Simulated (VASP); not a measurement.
Wanted: the native input for a VASP 6.6.1 run.

| Item | Value |
| --- | --- |
| Task | relaxation of cell and atoms |
| Functional | PBE |
| Potentials or basis | VASP PAW PBE potentials, release 64 (Al, B_h, N_h) |
| Cutoff | 1330 eV |
| k mesh | 4 × 4 × 2 |
| Occupations | gaussian, width 0.15 eV |
| Spin | no spin polarisation |
| Dipole correction | no |
| Further INCAR settings | ALGO = Normal; EDIFF = 1e-07; IBRION = 2; EDIFFG = -0.08; NSW = 36; ISIF = 3 |

The structure of Al3BN2 lies in POSCAR:

```
Al3BN2
1.0
    3.7040590100      0.0000000000      0.0000000000
   -1.8520295100      3.2078092000      0.0000000000
    0.0000000000      0.0000000000      6.2867491300
Al B N
3 1 2
Direct
    0.3333333300      0.6666666700      0.0000000000
    0.6666666700      0.3333333300      0.0000000000
    0.0000000000      0.0000000000      0.0000000000
    0.0000000000      0.0000000000      0.5000000000
    0.0000000000      0.0000000000      0.2787058200
    0.0000000000      0.0000000000      0.7212941800
```

The cell was generated, and may not be a known phase.

One way to write it, as run:

INCAR

```
  PREC = Accurate
  ENCUT = 1330
  EDIFF = 1E-7
  ISMEAR = 0
  SIGMA = 0.15
  LREAL = False
  LASPH = True
  NELM = 120
  ALGO = Normal
  ISIF = 3
  LWAVE = False
  LCHARG = False
  GGA = PE
  IBRION = 2
  NSW = 36
  EDIFFG = -0.08
  GGA_COMPAT = False
  NELMIN = 4
```

KPOINTS

```
Automatic mesh
0
Gamma
  4 4 2
```

Potentials or basis: VASP PAW PBE potentials, release 64 (Al, B_h, N_h).

The run is started by

```console
$ cat potpaw_PBE.64/Al/POTCAR potpaw_PBE.64/B_h/POTCAR potpaw_PBE.64/N_h/POTCAR > POTCAR
$ mpirun -np 1 vasp_std > vasp.out
```

Results of the run:

* Relaxed volume: 20.23 Å³/atom
* Relaxed cell: a = 4.754 Å, b = 4.754 Å, c = 6.202 Å, α = 90.00°, β = 90.00°, γ = 120.00°
* Space group after relaxing (to 0.1 Å): P6/mmm (No. 191)
* Energy gained by relaxing: 1499.2 meV/atom
* Ionic steps: 14
* Pressure after relaxing: 0.0 GPa
* Largest force after relaxing: 0.051 eV/Å
* Band gap on the k mesh: zero (bands 11 and 12 overlap by 0.51 eV)

Caveat: the k points lie up to 0.51 Å⁻¹ apart in the final cell, too coarse for converged energies and pressures of a metal; the volume moved by over 15 % at a fixed basis, so the end points are rough; semilocal functionals underestimate gaps, and a narrow one can read as zero; the relaxation stopped at a loose force limit of 0.08 eV/Å, so its end isn't a converged minimum.

It took 13 min on 1 thread of Intel(R) Xeon(R) Platinum 8259CL CPU @ 2.50GHz (Skylake/Cascade Lake), with other jobs on the host, peak memory 0.5 GiB.
